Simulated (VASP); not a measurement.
# Sc (Im-3m) in VASP: notebook

Runs on Sc. Level: PBE. Tasks: single point.

Program: VASP 6.6.1. These are calculated values, not measurements. Logs are shortened: lines on timing, memory, paths and dates and some standing lists are left out, and cuts for length are marked.

## 1. The cell of the first run

The structure is cubic, space group Im-3m (No. 229). The conventional cell has a = 4.269 Å, b = 4.269 Å, c = 4.269 Å, α = 90.00°, β = 90.00°, γ = 90.00°. Sc (site symmetry m-3m) has 14 Sc at 3.70 to 4.27 Å within 4.9 Å.

## 2. Single point, PBE (In replaced by Sc, lengths x 1.118, strained)

INCAR reads:

```
ALGO     = Normal         # electronic algorithm
EDIFF    = 1E-6           # SCF threshold, eV
ENCUT    = 520            # plane-wave cutoff, eV
GGA      = PE             # functional
ISIF     = 2              # what is computed and relaxed
ISMEAR   = 0              # smearing method
LASPH    = True           # aspherical terms in the spheres
LCHARG   = False          # write CHGCAR
LREAL    = False          # projectors in reciprocal space
LWAVE    = False          # write WAVECAR
NBANDS   = 12             # bands
NELM     = 80             # most SCF steps
PREC     = Accurate       # precision mode
SIGMA    = 0.1            # smearing width, eV
```

KPOINTS reads:

```
k-points
0
Gamma
  14 14 14
```

POSCAR reads:

```
Sc
1.0
   -2.1346778826      2.1346778826      2.1346778826
    2.1346778826     -2.1346778826      2.1346778826
    2.1346778826      2.1346778826     -2.1346778826
Sc
1
Direct
    0.0000000000      0.0000000000      0.0000000000
```

Potentials or basis: VASP PAW PBE potentials, release 64 (Sc_sv).

Started as:

```bash
$ cat potpaw_PBE.64/Sc_sv/POTCAR > POTCAR
$ mpirun -np 1 vasp_std > vasp.out
```

OUTCAR:

```text
EDIFF = 1E-6
   ENCUT = 520
   GGA = PE
   ISIF = 2
   ISMEAR = 0
   LASPH = True
   LREAL = False
   NELM = 80
   PREC = Accurate

 ion  position               nearest neighbor table
   1  0.000  0.000  0.000-

  LATTYP: Found a body centered cubic cell.
 ALAT       =     4.2693557652

  Lattice vectors:

 A1 = (  -2.1346778826,   2.1346778826,   2.1346778826)
 A2 = (   2.1346778826,  -2.1346778826,   2.1346778826)
 A3 = (   2.1346778826,   2.1346778826,  -2.1346778826)

Analysis of symmetry for initial positions (statically):
=====================================================================
 Subroutine PRICEL returns:
 Original cell was already a primitive cell.

 Routine SETGRP: Setting up the symmetry group for a
 body centered cubic supercell.

 Subroutine GETGRP returns: Found 48 space group operations
 (whereof 48 operations were pure point group operations)
 out of a pool of 48 trial point group operations.

The static configuration has the point symmetry O_h .

Analysis of symmetry for dynamics (positions and initial velocities):
=====================================================================
 Subroutine PRICEL returns:
 Original cell was already a primitive cell.

 Routine SETGRP: Setting up the symmetry group for a
 body centered cubic supercell.

 Subroutine GETGRP returns: Found 48 space group operations
 (whereof 48 operations were pure point group operations)
 out of a pool of 48 trial point group operations.

The dynamic configuration has the point symmetry O_h .

 Subroutine INISYM returns: Found 48 space group operations
 (whereof 48 operations are pure point group operations),
 and found     1 'primitive' translations

----------------------------------------------------------------------------------------

                                     Primitive cell

  volume of cell :      38.9096

  direct lattice vectors                    reciprocal lattice vectors
    -2.134677883  2.134677883  2.134677883     0.000000000  0.234227376  0.234227376
     2.134677883 -2.134677883  2.134677883     0.234227376  0.000000000  0.234227376
     2.134677883  2.134677883 -2.134677883     0.234227376  0.234227376  0.000000000

  length of vectors
     3.697370550  3.697370550  3.697370550     0.331247532  0.331247532  0.331247532

  position of ions in fractional coordinates (direct lattice)
     0.000000000  0.000000000  0.000000000

  ion indices of the primitive-cell ions
   primitive index   ion index
                 1           1

----------------------------------------------------------------------------------------

 KPOINTS: k-points

Automatic generation of k-mesh.
 Grid dimensions read from file:
 generate k-points for:   14   14   14

 Generating k-lattice:

  Cartesian coordinates                     Fractional coordinates (reciprocal lattice)
     0.000000000  0.016730527  0.016730527     0.071428571  0.000000000  0.000000000
     0.016730527  0.000000000  0.016730527     0.000000000  0.071428571  0.000000000
     0.016730527  0.016730527  0.000000000     0.000000000  0.000000000  0.071428571

  Length of vectors
     0.023660538  0.023660538  0.023660538

  Shift w.r.t. Gamma in fractional coordinates (k-lattice)
     0.000000000  0.000000000  0.000000000

 Subroutine IBZKPT returns following result:
 ===========================================

 Found    104 irreducible k-points:

 Following reciprocal coordinates:
            Coordinates               Weight
  0.000000  0.000000  0.000000      1.000000
  0.071429  0.000000  0.000000     12.000000
  0.142857  0.000000  0.000000     12.000000
  0.214286  0.000000  0.000000     12.000000
  0.285714  0.000000  0.000000     12.000000
  0.357143  0.000000  0.000000     12.000000
[... 16 lines left out ...]
  0.285714  0.285714  0.000000     24.000000
  0.357143  0.285714  0.000000     24.000000
 [... further k-points ...]
   k-points           NKPTS =    104   k-points in BZ     NKDIM =    104   number of bands    NBANDS=     12
   number of dos      NEDOS =    301   number of ions     NIONS =      1
   total plane-waves  NPLWV =  21952
   dimension x,y,z NGX =    28 NGY =   28 NGZ =   28
   dimension x,y,z NGXF=    56 NGYF=   56 NGZF=   56
   ions per type =               1
   NGX,Y,Z   is equivalent  to a cutoff of  12.59, 12.59, 12.59 a.u.
   NGXF,Y,Z  is equivalent  to a cutoff of  25.18, 25.18, 25.18 a.u.
 SYSTEM =  unknown system
   PREC   = accura    normal or accurate (medium, high low for compatibility)
   ISTART =      0    job   : 0-new  1-cont  2-samecut
   ICHARG =      2    charge: 1-file 2-atom 10-const
   ISPIN  =      1    spin polarized calculation?
   LNONCOLLINEAR =      F non collinear calculations
   LSORBIT =      F    spin-orbit coupling
   LASPH  =      T    aspherical Exc in radial PAW
   ENCUT  =  520.0 eV  38.22 Ry    6.18 a.u.   6.87  6.87  6.87*2*pi/ulx,y,z
   NELM   =     80;   NELMIN=  2; NELMDL= -5     # of ELM steps
   EDIFF  = 0.1E-05   stopping-criterion for ELM
   LREAL  =      F    real-space projection
   EDIFFG = 0.1E-04   stopping-criterion for IOM
   NSW    =      0    number of steps for IOM
   IBRION =     -1    ionic relax: 0-MD 1-quasi-New 2-CG
   NFREE  =      0    steps in history (QN), initial steepest desc. (CG)
   ISIF   =      2    stress and relaxation
   ISYM   =      2    0-nonsym 1-usesym 2-fastsym
   POTIM  = 0.5000    time-step for ionic-motion
   TEBEG  =    0.0;   TEEND  =   0.0 temperature during run
   PSTRESS=    0.0 pullay stress
   NELECT =      11.0000    total number of electrons
   NUPDOWN=      -1.0000    fix difference up-down
   EMIN   =  10.00;   EMAX   =-10.00  energy-range for DOS
   EFERMI =   0.00;   METHOD = LEGACY
   ISMEAR =     0;   SIGMA  =   0.10  broadening in eV -4-tet -1-fermi 0-gaus
   EFERMI_NEDOS =   21; number of points for ismear=-14 and -15
   IALGO  =     38    algorithm
   IMIX   =      4    mixing-type and parameters
     AMIX     =   0.40;   BMIX     =  1.00
     AMIX_MAG =   1.60;   BMIX_MAG =  1.00
  volume/ion in A,a.u.               =      38.91       262.58
  Fermi-wavevector in a.u.,A,eV,Ry     =   1.074451  2.030418 15.707184  1.154445
  Thomas-Fermi vector in A             =   2.210280
   LORBIT       =      0    0 simple, 1 ext, 2 COOP (PROOUT), +10 PAW based schemes
   GGA     = PE    functional components
   LHFCALC =     F    Hartree Fock is set to
   AEXX    =    0.0000 exact exchange contribution
   IVDW    =     0    specifies the selected vdW correction
   LEPSILON=     F    determine dielectric tensor
   LRPA    =     F    only Hartree local field effects (RPA)
 non-spin polarized calculation
 Gauss-broadening in eV      SIGMA  =   0.10
  energy-cutoff  :      520.00
  volume of cell :       38.91
 maximum number of plane-waves:      1067
   NGX = 13   NGY = 13   NGZ = 13

 number of electron      11.0000003 magnetization

 Free energy of the ion-electron system (eV)
  ---------------------------------------------------
  ext. energy  EPLUGINS =         0.00000000
  ---------------------------------------------------
  free energy    TOTEN  =        -5.48937710 eV

  energy without entropy =       -5.46938014  energy(sigma->0) =       -5.47937862

 E-fermi :   1.4845     XC(G=0):  -8.2137

 val. band max:        1.4722932507   @ k =   0.5000   0.5000   0.0714
 cond. band min:       1.4872832761   @ k =   0.2857   0.2143   0.0000
 fundamental gap:      0.0149900254
 Fermi energy:         1.4845398470

 k-point     1 :       0.0000    0.0000    0.0000
  band No.  band energies     occupation
      1     -49.2163      2.00000
      2     -27.7425      2.00000
      3     -27.7425      2.00000
      4     -27.7425      2.00000
      5      -2.7029      2.00000
      6       2.3285      0.00000
      7       2.3285      0.00000
      8       2.3285      0.00000
      9       3.1020      0.00000
     10       3.1020      0.00000
     11      12.9330      0.00000
     12      12.9330      0.00000

 k-point     2 :       0.0714    0.0000    0.0000
  band No.  band energies     occupation
      1     -49.2159      2.00000
      2     -27.7461      2.00000
      3     -27.7437      2.00000
      4     -27.7424      2.00000
      5      -2.6094      2.00000
      6       2.2952      0.00000
      7       2.3173      0.00000
      8       2.3828      0.00000
      9       3.0671      0.00000
     10       3.1043      0.00000
     11      12.4353      0.00000
     12      12.8309      0.00000

 k-point     3 :       0.1429    0.0000    0.0000
  band No.  band energies     occupation
      1     -49.2148      2.00000
      2     -27.7563      2.00000
      3     -27.7473      2.00000
      4     -27.7423      2.00000
      5      -2.3332      2.00000
      6       2.2039      0.00000
      7       2.2621      0.00000
      8       2.5408      0.00000
      9       2.9986      0.00000
     10       3.1126      0.00000
     11      11.0850      0.00000
     12      12.2518      0.00000
[... 286 lines left out ...]
 k-point    23 :       0.2857    0.2857    0.0000
  band No.  band energies     occupation
      1     -49.2080      2.00000
      2     -27.8014      2.00000
      3     -27.7820      2.00000
      4     -27.7511      2.00000
      5       0.7283      2.00000
      6       1.3724      1.88728
      7       1.5858      0.15195
      8       3.0812      0.00000
      9       3.2170      0.00000
     10       4.4408      0.00000
     11       5.6191      0.00000
     12       6.2461      0.00000

 k-point    24 :       0.3571    0.2857    0.0000
  band No.  band energies     occupation
      1     -49.2078      2.00000
      2     -27.7985      2.00000
      3     -27.7875      2.00000
      4     -27.7515      2.00000
      5       1.0598      2.00000
      6       1.3036      1.98950
      7       1.4482      1.39228
      8       3.1225      0.00000
      9       3.2151      0.00000
     10       4.9448      0.00000
     11       5.0811      0.00000
     12       5.8895      0.00000

 [... further k-points ...]
[... 5 lines left out ...]
  --------------------------------------------------------------------------------------
  -------------------------------------------------------------------------------------
  Total       -2.6227029     -2.6227029     -2.6227029     -0.0000000     -0.0000000      0.0000000
  in kB     -107.9947472   -107.9947472   -107.9947472     -0.0000000     -0.0000000      0.0000000
  external PRESSURE =    -107.9947472 kB  Pullay stress =       0.0000000 kB

 VOLUME and BASIS-vectors are now :
 -----------------------------------------------------------------------------
  energy-cutoff  :      520.00
  volume of cell :       38.91
      direct lattice vectors                 reciprocal lattice vectors
    -2.134677883  2.134677883  2.134677883     0.000000000  0.234227376  0.234227376
     2.134677883 -2.134677883  2.134677883     0.234227376  0.000000000  0.234227376
     2.134677883  2.134677883 -2.134677883     0.234227376  0.234227376  0.000000000

 POSITION                                       TOTAL-FORCE (eV/Angst)
 -----------------------------------------------------------------------------------
      0.00000      0.00000      0.00000         0.000000      0.000000      0.000000
 -----------------------------------------------------------------------------------
    total drift:                                0.000000     -0.000000     -0.000000

  FREE ENERGIE OF THE ION-ELECTRON SYSTEM (eV)
  ---------------------------------------------------
  free  energy   TOTEN  =        -5.4893771041 eV

  energy  without entropy=       -5.4693801435  energy(sigma->0) =       -5.47937862
```

It took 28 s on 1 thread of Intel Xeon Platinum 8488C (Sapphire Rapids), shared host; peak memory 0.18 GiB.

What came out:

- Free energy: -5.4894 eV
- Pressure: -10.8 GPa

Caveat: the cell differs from its parent crystal (In replaced by Sc, lengths x 1.118, strained).

## 3. Single point, PBE (In replaced by Sc, lengths x 1.118, strained)

INCAR reads:

```
PREC = Accurate
ENCUT = 500
EDIFF = 1E-6
ISMEAR = 0
SIGMA = 0.1
LREAL = False
LASPH = True
NELM = 120
ALGO = Normal
ISIF = 2
LWAVE = False
LCHARG = True
GGA = PE
LELF = True
LVHAR = True
NBANDS = 12
GGA_COMPAT = False
```

KPOINTS reads:

```
Automatic mesh
0
Gamma
  6 6 6
```

POSCAR is that of step 2.

Potentials or basis: VASP PAW PBE potentials, release 64 (Sc_sv).

Started as:

```bash
$ cat potpaw_PBE.64/Sc_sv/POTCAR > POTCAR
$ mpirun -np 1 vasp_std > vasp.out
```

Wall time 4.1 s (1 thread of Intel Xeon 6975P-C (Granite Rapids), shared host); peak memory 0.15 GiB.

The run converged. Its results:

| Quantity | Value |
| --- | --- |
| Free energy | -5.4905 eV |
| Pressure | -10.8 GPa |

Levels at points of the mesh, in eV from the Fermi level:
```tsv
k point	band 3	band 4	band 5	band 6	band 7	band 8
(0.00, 0.00, 0.00)	-29.20	-29.20	-4.18	0.86	0.86	0.86
(0.50, 0.00, 0.00)	-29.23	-29.20	-1.23	0.05	0.25	1.58
(0.50, 0.50, 0.50)	-29.26	-29.26	-0.52	-0.52	2.14	2.14
```

Caveat: the cell differs from its parent crystal (In replaced by Sc, lengths x 1.118, strained).
